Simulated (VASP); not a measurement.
# LaAgS2 (P4/nmm) in VASP: further runs

The runs below take LaAgS2 through relaxation of cell and atoms, with PBE.

Program: VASP 6.6.1. These are calculated values, not measurements. Logs are shortened: lines on timing, memory, paths and dates and some standing lists are left out, and cuts for length are marked.

**1. The cell of the first run**

Symmetry: P4/nmm, No. 129, tetragonal system. The conventional cell has a = 4.109 Å, b = 4.109 Å, c = 10.169 Å, α = 90.00°, β = 90.00°, γ = 90.00°. Within 3.9 Å of Ag (site symmetry -4m2) lie 4 Ag at 2.91 Å and 4 La at 3.15 Å and 4 S at 3.87 Å. Within 4.2 Å of La (site symmetry 4mm) lie 8 S at 3.04 to 3.39 Å and 4 Ag at 3.15 Å and 4 La at 4.11 Å. S (site symmetry 4mm) has 4 S at 2.74 Å and 4 La at 3.04 Å within 3.6 Å. Within 3.6 Å of S (site symmetry -4m2) lie 8 S at 2.74 to 2.91 Å and 4 La at 3.39 Å.

**2. Relaxation of cell and atoms, PBE**

INCAR

```
  PREC = Accurate
  ENCUT = 600
  EDIFF = 1E-6
  ISMEAR = 0
  SIGMA = 0.1649
  LREAL = F
  LASPH = T
  NELM = 60
  ALGO = Normal
  ISIF = 3
  LWAVE = F
  LCHARG = F
  GGA = PE
  IBRION = 2
  NSW = 60
  EDIFFG = -0.01
```

KPOINTS

```
Automatic mesh
0
Gamma
  5 5 2
```

POSCAR

```
LaAgS2
1.0
    4.1091400000      0.0000000000      0.0000000000
    0.0000000000      4.1091400000      0.0000000000
    0.0000000000      0.0000000000     10.1686830000
Ag La S
2 2 4
Direct
    0.7500000000      0.2500000000      0.0000000000
    0.2500000000      0.7500000000      0.0000000000
    0.2500000000      0.2500000000      0.7651000000
    0.7500000000      0.7500000000      0.2349000000
    0.2500000000      0.2500000000      0.3220000000
    0.7500000000      0.7500000000      0.6780000000
    0.7500000000      0.2500000000      0.5000000000
    0.2500000000      0.7500000000      0.5000000000
```

Potentials or basis: VASP PAW PBE potentials, release 64 (Ag, La, S).

On the command line:

```
$ cat potpaw_PBE.64/Ag/POTCAR potpaw_PBE.64/La/POTCAR potpaw_PBE.64/S/POTCAR > POTCAR
$ mpirun -np 1 vasp_std > vasp.out
```

OUTCAR:

```text
PREC = Accurate
   ENCUT = 600
   EDIFF = 1E-6
   ISMEAR = 0
   LREAL = F
   LASPH = T
   NELM = 60
   ISIF = 3
   GGA = PE
   IBRION = 2
   NSW = 60
   EDIFFG = -0.01

 ion  position               nearest neighbor table
   1  0.750  0.250  0.000-   2 2.91   2 2.91   2 2.91   2 2.91   4 3.15   4 3.15   3 3.15   3 3.15

   2  0.250  0.750  0.000-   1 2.91   1 2.91   1 2.91   1 2.91   3 3.15   4 3.15   4 3.15   3 3.15

   3  0.250  0.250  0.765-   6 3.04   6 3.04   6 3.04   6 3.04   2 3.15   1 3.15   1 3.15   2 3.15

   4  0.750  0.750  0.235-   5 3.04   5 3.04   5 3.04   5 3.04   2 3.15   2 3.15   1 3.15   1 3.15

   5  0.250  0.250  0.322-   7 2.74   8 2.74   8 2.74   7 2.74   4 3.04   4 3.04   4 3.04   4 3.04

   6  0.750  0.750  0.678-   7 2.74   8 2.74   7 2.74   8 2.74   3 3.04   3 3.04   3 3.04   3 3.04

   7  0.750  0.250  0.500-   5 2.74   6 2.74   6 2.74   5 2.74
   8  0.250  0.750  0.500-   5 2.74   6 2.74   5 2.74   6 2.74

  LATTYP: Found a simple tetragonal cell.
 ALAT       =     4.1091400000
 C/A-ratio  =     2.4746499267

  Lattice vectors:

 A1 = (   4.1091400000,   0.0000000000,   0.0000000000)
 A2 = (   0.0000000000,   4.1091400000,   0.0000000000)
 A3 = (   0.0000000000,   0.0000000000,  10.1686830000)

Analysis of symmetry for initial positions (statically):
=====================================================================
 Subroutine PRICEL returns:
 Original cell was already a primitive cell.

 Routine SETGRP: Setting up the symmetry group for a
 simple tetragonal supercell.

 Subroutine GETGRP returns: Found 16 space group operations
 (whereof  4 operations were pure point group operations)
 out of a pool of 16 trial point group operations.

The static configuration has the point symmetry C_2h.
 The point group associated with its full space group is D_4h.

Analysis of symmetry for dynamics (positions and initial velocities):
=====================================================================
 Subroutine PRICEL returns:
 Original cell was already a primitive cell.

 Routine SETGRP: Setting up the symmetry group for a
 simple tetragonal supercell.

 Subroutine GETGRP returns: Found 16 space group operations
 (whereof  4 operations were pure point group operations)
 out of a pool of 16 trial point group operations.

The dynamic configuration has the point symmetry C_2h.
 The point group associated with its full space group is D_4h.

 Subroutine INISYM returns: Found 16 space group operations
 (whereof  4 operations are pure point group operations),
 and found     1 'primitive' translations

----------------------------------------------------------------------------------------

                                     Primitive cell

  volume of cell :     171.6985

  direct lattice vectors                    reciprocal lattice vectors
     4.109140000  0.000000000  0.000000000     0.243359924  0.000000000  0.000000000
     0.000000000  4.109140000  0.000000000     0.000000000  0.243359924  0.000000000
     0.000000000  0.000000000 10.168683000     0.000000000  0.000000000  0.098341152

  length of vectors
     4.109140000  4.109140000 10.168683000     0.243359924  0.243359924  0.098341152

  position of ions in fractional coordinates (direct lattice)
     0.750000000  0.250000000  0.000000000
     0.250000000  0.750000000  0.000000000
     0.250000000  0.250000000  0.765100000
     0.750000000  0.750000000  0.234900000
     0.250000000  0.250000000  0.322000000
     0.750000000  0.750000000  0.678000000
     0.750000000  0.250000000  0.500000000
     0.250000000  0.750000000  0.500000000

  ion indices of the primitive-cell ions
   primitive index   ion index
                 1           1
                 2           2
                 3           3
                 4           4
                 5           5
                 6           6
                 7           7
                 8           8

----------------------------------------------------------------------------------------

 KPOINTS: Automatic mesh

Automatic generation of k-mesh.
 Grid dimensions read from file:
 generate k-points for:    5    5    2

 Generating k-lattice:

  Cartesian coordinates                     Fractional coordinates (reciprocal lattice)
     0.048671985  0.000000000  0.000000000     0.200000000  0.000000000  0.000000000
     0.000000000  0.048671985  0.000000000     0.000000000  0.200000000  0.000000000
     0.000000000  0.000000000  0.049170576     0.000000000  0.000000000  0.500000000

  Length of vectors
     0.048671985  0.048671985  0.049170576

  Shift w.r.t. Gamma in fractional coordinates (k-lattice)
     0.000000000  0.000000000  0.000000000

 Subroutine IBZKPT returns following result:
 ===========================================

 Found     12 irreducible k-points:

 Following reciprocal coordinates:
            Coordinates               Weight
  0.000000  0.000000  0.000000      1.000000
  0.200000  0.000000  0.000000      4.000000
  0.400000  0.000000  0.000000      4.000000
  0.200000  0.200000  0.000000      4.000000
  0.400000  0.200000  0.000000      8.000000
  0.400000  0.400000  0.000000      4.000000
  0.000000  0.000000  0.500000      1.000000
  0.200000  0.000000  0.500000      4.000000
  0.400000  0.000000  0.500000      4.000000
  0.200000  0.200000  0.500000      4.000000
  0.400000  0.200000  0.500000      8.000000
  0.400000  0.400000  0.500000      4.000000
   k-points           NKPTS =     12   k-points in BZ     NKDIM =     12   number of bands    NBANDS=     40
   number of dos      NEDOS =    301   number of ions     NIONS =      8
   total plane-waves  NPLWV = 108864
   dimension x,y,z NGX =    36 NGY =   36 NGZ =   84
   dimension x,y,z NGXF=    72 NGYF=   72 NGZF=  168
   ions per type =               2   2   4
   NGX,Y,Z   is equivalent  to a cutoff of  14.56, 14.56, 13.73 a.u.
   NGXF,Y,Z  is equivalent  to a cutoff of  29.13, 29.13, 27.47 a.u.
 SYSTEM =  unknown system
   PREC   = accura    normal or accurate (medium, high low for compatibility)
   ISTART =      0    job   : 0-new  1-cont  2-samecut
   ICHARG =      2    charge: 1-file 2-atom 10-const
   ISPIN  =      1    spin polarized calculation?
   LNONCOLLINEAR =      F non collinear calculations
   LSORBIT =      F    spin-orbit coupling
   LASPH  =      T    aspherical Exc in radial PAW
   ENCUT  =  600.0 eV  44.10 Ry    6.64 a.u.   8.21  8.21 20.31*2*pi/ulx,y,z
   NELM   =     60;   NELMIN=  2; NELMDL= -5     # of ELM steps
   EDIFF  = 0.1E-05   stopping-criterion for ELM
   LREAL  =      F    real-space projection
   EDIFFG = -.1E-01   stopping-criterion for IOM
   NSW    =     60    number of steps for IOM
   IBRION =      2    ionic relax: 0-MD 1-quasi-New 2-CG
   NFREE  =      1    steps in history (QN), initial steepest desc. (CG)
   ISIF   =      3    stress and relaxation
   ISYM   =      2    0-nonsym 1-usesym 2-fastsym
   POTIM  = 0.5000    time-step for ionic-motion
   TEBEG  =    0.0;   TEEND  =   0.0 temperature during run
   PSTRESS=    0.0 pullay stress
   NELECT =      68.0000    total number of electrons
   NUPDOWN=      -1.0000    fix difference up-down
   EMIN   =  10.00;   EMAX   =-10.00  energy-range for DOS
   EFERMI =   0.00;   METHOD = LEGACY
   ISMEAR =     0;   SIGMA  =   0.16  broadening in eV -4-tet -1-fermi 0-gaus
   EFERMI_NEDOS =   21; number of points for ismear=-14 and -15
   IALGO  =     38    algorithm
   IMIX   =      4    mixing-type and parameters
     AMIX     =   0.40;   BMIX     =  1.00
     AMIX_MAG =   1.60;   BMIX_MAG =  1.00
  volume/ion in A,a.u.               =      21.46       144.83
  Fermi-wavevector in a.u.,A,eV,Ry     =   1.202234  2.271892 19.665400  1.445366
  Thomas-Fermi vector in A             =   2.338021
   LORBIT       =      0    0 simple, 1 ext, 2 COOP (PROOUT), +10 PAW based schemes
   GGA     = PE    functional components
   LHFCALC =     F    Hartree Fock is set to
   AEXX    =    0.0000 exact exchange contribution
   IVDW    =     0    specifies the selected vdW correction
   LEPSILON=     F    determine dielectric tensor
   LRPA    =     F    only Hartree local field effects (RPA)
 conjugate gradient relaxation of ions
 non-spin polarized calculation
 Gauss-broadening in eV      SIGMA  =   0.16
  energy-cutoff  :      600.00
  volume of cell :      171.70
 maximum number of plane-waves:      5768
 NGX is ok and might be reduce to    36
   NGX = 17   NGY = 17   NGZ = 41

--------------------------------------- Ionic step        1  -------------------------------------------

 number of electron      67.9999991 magnetization

 Free energy of the ion-electron system (eV)
  ---------------------------------------------------
  ext. energy  EPLUGINS =         0.00000000
  ---------------------------------------------------
  free energy    TOTEN  =       -34.36571977 eV

  energy without entropy =      -34.28671485  energy(sigma->0) =      -34.32621731

------------------------ aborting loop because EDIFF is reached ----------------------------------------

  FORCE on cell =-STRESS in cart. coord.  units (eV):
  Direction    XX          YY          ZZ          XY          YZ          ZX
  --------------------------------------------------------------------------------------
  -------------------------------------------------------------------------------------
  Total        0.1729346      0.1729346      5.3385232      0.0000000     -0.0000000      0.0000000
  in kB        1.6137115      1.6137115     49.8155731      0.0000000     -0.0000000      0.0000000
  external PRESSURE =      17.6809987 kB  Pullay stress =       0.0000000 kB
[... 107 lines left out ...]
  FREE ENERGIE OF THE ION-ELECTRON SYSTEM (eV)
  ---------------------------------------------------
  free  energy   TOTEN  =       -39.1254670540 eV

  energy  without entropy=      -39.0714877446  energy(sigma->0) =      -39.09847740

 E-fermi :   7.6481     XC(G=0): -10.5035

 val. band max:        7.3380208181   @ k =   0.2000   0.0000   0.0000
 cond. band min:       7.7732727562   @ k =   0.4000   0.4000   0.5000
 fundamental gap:      0.4352519381
 Fermi energy:         7.6480756376

 k-point     1 :       0.0000    0.0000    0.0000
  band No.  band energies     occupation
      1     -24.4415      2.00000
      2     -24.4248      2.00000
      3     -10.0660      2.00000
      4      -8.6924      2.00000
      5      -8.0100      2.00000
      6      -8.0100      2.00000
[... 505 lines left out ...]
     39      10.3449      0.00000
     40      10.3731      0.00000

[... ionic steps 4 to 22 ...]

--------------------------------------- Ionic step       23  -------------------------------------------

 number of electron      67.9999998 magnetization

------------------------ aborting loop because EDIFF is reached ----------------------------------------

  FORCE on cell =-STRESS in cart. coord.  units (eV):
  Direction    XX          YY          ZZ          XY          YZ          ZX
  --------------------------------------------------------------------------------------
  -------------------------------------------------------------------------------------
  Total        0.0780938      0.0780938     -0.0425838      0.0000000     -0.0000000      0.0000000
  in kB        0.6544482      0.6544482     -0.3568643      0.0000000     -0.0000000      0.0000000
  external PRESSURE =       0.3173440 kB  Pullay stress =       0.0000000 kB
[... 69 lines left out ...]
  energy  without entropy=      -40.2930295103  energy(sigma->0) =      -40.31030001

--------------------------------------- Ionic step       25  -------------------------------------------

 number of electron      67.9999999 magnetization

 Free energy of the ion-electron system (eV)
  ---------------------------------------------------
  ext. energy  EPLUGINS =         0.00000000
  ---------------------------------------------------
  free energy    TOTEN  =       -40.32766089 eV

  energy without entropy =      -40.29350759  energy(sigma->0) =      -40.31058424

 E-fermi :   6.2196     XC(G=0):  -9.8890

 val. band max:        6.1188127205   @ k =   0.2000   0.0000   0.0000
 cond. band min:       6.2290537184   @ k =   0.4000   0.4000   0.5000
 fundamental gap:      0.1102409979
 Fermi energy:         6.2195654857

 k-point     1 :       0.0000    0.0000    0.0000
  band No.  band energies     occupation
      1     -26.2225      2.00000
      2     -26.2182      2.00000
      3     -10.6854      2.00000
      4     -10.1493      2.00000
      5      -9.7850      2.00000
      6      -9.7850      2.00000
[... 540 lines left out ...]
  FREE ENERGIE OF THE ION-ELECTRON SYSTEM (eV)
  ---------------------------------------------------
  free  energy   TOTEN  =       -40.3276608941 eV

  energy  without entropy=      -40.2935075861  energy(sigma->0) =      -40.31058424

 reached required accuracy - stopping structural energy minimisation
```

Wall time 24 min (1 thread of Intel Xeon Platinum 8488C (Sapphire Rapids), shared host); peak memory 0.41 GiB.

Results:

| Property | Result |
| --- | --- |
| Free energy | -40.3277 eV |
| Relaxed volume | 23.96 Å³/atom |
| Relaxed cell | a = 3.947 Å, b = 3.947 Å, c = 12.301 Å, α = 90.00°, β = 90.00°, γ = 90.00° |
| Space group after relaxing (to 0.1 Å) | P4/nmm (No. 129) |
| Energy gained by relaxing | 745.2 meV/atom |
| Ionic steps | 25 |
| Pressure after relaxing | 0.0 GPa |
| Largest force after relaxing | 0.008 eV/Å |
| Band gap on the k mesh | zero (bands 34 and 35 overlap by 1.54 eV) |

Forces on the atoms (eV/Å):
```
Ag   0.000  0.000  0.000
Ag   0.000  0.000  0.000
La   0.000  0.000 -0.008
La   0.000  0.000  0.008
S    0.000  0.000 -0.003
S    0.000  0.000  0.003
S    0.000  0.000  0.000
S    0.000  0.000  0.000
```

The path:
```
step  energy change (eV)  largest force (eV/Å)  pressure (GPa)  volume (Å³)
   1              0.0000                2.8398            1.77       171.70
   2             -1.6259                2.6480           -0.62       177.60
   3             -4.7597                1.3827           -4.12       195.43
   4             -2.5640                1.3543           -3.68       231.73
   5             -5.5162                0.3455           -5.21       208.42
   6             -5.5893                0.3420           -4.99       204.57
   7             -4.9157                2.1425           12.03       168.13
   8             -5.9288                0.3861           -0.37       190.32
   9             -5.9294                0.4155           -0.19       189.86
  10             -5.9603                0.0229            0.01       189.29
  11             -5.9603                0.0191            0.03       189.25
  12             -5.9603                0.0201            0.02       189.27
  13             -5.9604                0.0210           -0.01       189.43
  14             -5.9607                0.0233           -0.10       189.91
  15             -5.9605                0.0345           -0.28       190.87
  16             -5.9607                0.0224           -0.17       190.26
  17             -5.9607                0.0243           -0.16       190.27
  18             -5.9608                0.0224           -0.16       190.30
  19             -5.9609                0.0216           -0.14       190.36
  20             -5.9611                0.0221           -0.12       190.47
  21             -5.9615                0.0238           -0.09       190.70
  22             -5.9618                0.0289            0.02       191.15
  23             -5.9618                0.0292            0.03       191.18
  24             -5.9619                0.0216            0.02       191.33
  25             -5.9619                0.0082            0.00       191.64
```

Final structure:
```
Ag La S
1.0
     3.94707    0.00000    0.00000
     0.00000    3.94707    0.00000
     0.00000    0.00000   12.30098
Ag La S
2 2 4
Direct
  0.75000 0.25000 0.00000
  0.25000 0.75000 0.00000
  0.25000 0.25000 0.68272
  0.75000 0.75000 0.31728
  0.25000 0.25000 0.24428
  0.75000 0.75000 0.75572
  0.75000 0.25000 0.50000
  0.25000 0.75000 0.50000
```

Caveat: a cell axis changed by over 15 % at a fixed basis, so the end point is rough; spin-orbit coupling is left out, which moves the levels of the heavy elements.

(Part 1 of 2 ends here.)

The gap in the log of VASP goes by the Fermi energy; the results here count the filled bands.